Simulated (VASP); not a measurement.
# KNbI2: single point with PBE

KNbI2:

```
K Nb I
1.0
     3.63026    0.00000    0.00000
     0.00000    3.63026    0.00000
     0.00000    0.00000    8.46093
K Nb I
1 1 2
Direct
  0.00000 0.00000 0.50000
  0.00000 0.00000 0.00000
  0.50000 0.50000 0.20065
  0.50000 0.50000 0.79935
```

```json
{
 "Program": "VASP 6.6.1",
 "Task": "single point",
 "Functional": "PBE",
 "Potentials or basis": "VASP PAW PBE potentials, release 64 (K_sv, Nb_sv, I)",
 "Cutoff": "520 eV",
 "k mesh": "12 × 12 × 6",
 "Occupations": "gaussian, width 0.1 eV",
 "Spin": "no spin polarisation",
 "Dipole correction": "no",
 "Further INCAR settings": "ALGO = Fast; EDIFF = 1e-07; NBANDS = 26"
}
```

The pressure is 0.0 GPa. The largest force is 0.019 eV/Å and the band gap on the k mesh is zero (bands 18 and 19 overlap by 0.79 eV).

Forces on the atoms (eV/Å):
```
K    0.000  0.000  0.000
Nb   0.000  0.000  0.000
I    0.000  0.000 -0.019
I    0.000  0.000  0.019
```

Levels at points of the mesh, in eV from the Fermi level:
| k point | band 16 | band 17 | band 18 | band 19 | band 20 | band 21 |
| --- | --- | --- | --- | --- | --- | --- |
| (0.00, 0.00, 0.00) | -3.55 | -2.62 | -1.47 | 0.02 | 0.16 | 1.32 |
| (0.50, 0.00, 0.00) | -2.58 | -2.21 | -0.33 | 0.43 | 0.57 | 0.85 |
| (0.50, 0.50, 0.00) | -3.23 | -1.56 | 0.39 | 0.39 | 0.46 | 1.35 |
| (0.00, 0.00, 0.50) | -3.58 | -2.62 | -0.84 | 0.16 | 0.99 | 1.36 |
| (0.50, 0.00, 0.50) | -2.63 | -2.01 | -0.32 | 0.38 | 0.95 | 1.01 |
| (0.50, 0.50, 0.50) | -3.84 | -1.36 | 0.59 | 0.59 | 0.66 | 1.38 |

Wall time 13 min on 1 thread of Intel(R) Xeon(R) Platinum 8488C (Sapphire Rapids), on a shared host, peak memory 0.46 GiB.

Caveat: spin-orbit coupling is left out, which moves the levels of the heavy elements.
